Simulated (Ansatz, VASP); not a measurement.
Two plane-wave programs on Te

INCAR

```
SYSTEM = Te
PREC = Accurate
ENCUT = 600
EDIFF = 1E-6
ISMEAR = -1
SIGMA = 0.05
LREAL = .False.
LASPH = .True.
NELM = 100
ALGO = Normal
ISIF = 3
LWAVE = .False.
LCHARG = .False.
GGA = PS
IBRION = 2
NSW = 100
EDIFFG = -0.003
```

File KPOINTS:

```
Automatic mesh
0
Gamma
  9 9 6
  0 0 0
```

Contents of POSCAR:

```
Te
1.0
    4.4540000000      0.0000000000      0.0000000000
   -2.2270000000      3.8572771485      0.0000000000
    0.0000000000      0.0000000000      5.9240000000
Te
3
Direct
    0.2690000000      0.0000000000      0.3333333333
    0.0000000000      0.2690000000      0.6666666667
    0.7310000000      0.7310000000      0.0000000000
```

Input for Ansatz:

```yaml
crystal:
  lattice:
    - [4.454, 0.0, 0.0]
    - [-2.227, 3.8572771485, 0.0]
    - [0.0, 0.0, 5.924]
  atoms:
    - { symbol: Te, position: [0.269, 0.0, 0.3333333333] }
    - { symbol: Te, position: [0.0, 0.269, 0.6666666667] }
    - { symbol: Te, position: [0.731, 0.731, 0.0] }
kpoints:
  mp_grid: { grid: [9, 9, 6] }
scf:
  occupations: { method: fermi_dirac, width: 0.05 }
hamiltonian:
  xc: pbesol
  pseudopotentials: { kind: paw }
output:
  forces: true
  stress: true
  write_density: true
  write_potential: true
  elf: true
  volumetric_format: npy
relax:
  f_tol: 0.003
  max_steps: 80
  cell: {}
```

Alike in both runs: task relaxation of cell and atoms; functional PBEsol; k mesh 9 × 9 × 6; occupations fermi-dirac, width 0.05 eV; no spin polarisation.

|  | VASP | Ansatz |
| --- | --- | --- |
| version | VASP 6.6.1 | Ansatz 0.2.0 |
| potentials or method | VASP PAW PBE potentials, release 64 (Te) | PAW with Ansatz's default frozen-core files, scalar-relativistic |
| plane-wave cutoff (eV) | 600 | 420 |
| valence electrons in the cell | 18 | 48 |

|  | VASP | Ansatz | Ansatz less VASP |
| --- | --- | --- | --- |
| relaxed volume (Å³/atom) | 32.03 | 32.04 | +0.010 |
| relaxed cell length with the largest relative difference (Å) | 5.961 | 5.956 | -0.0051 |

VASP's potentials were made for PBE, not for PBEsol. VASP's potentials hold 18 valence electrons a cell and Ansatz's 48, so a difference there can come from the potentials and not from the codes.

Neither program's run includes spin-orbit coupling.
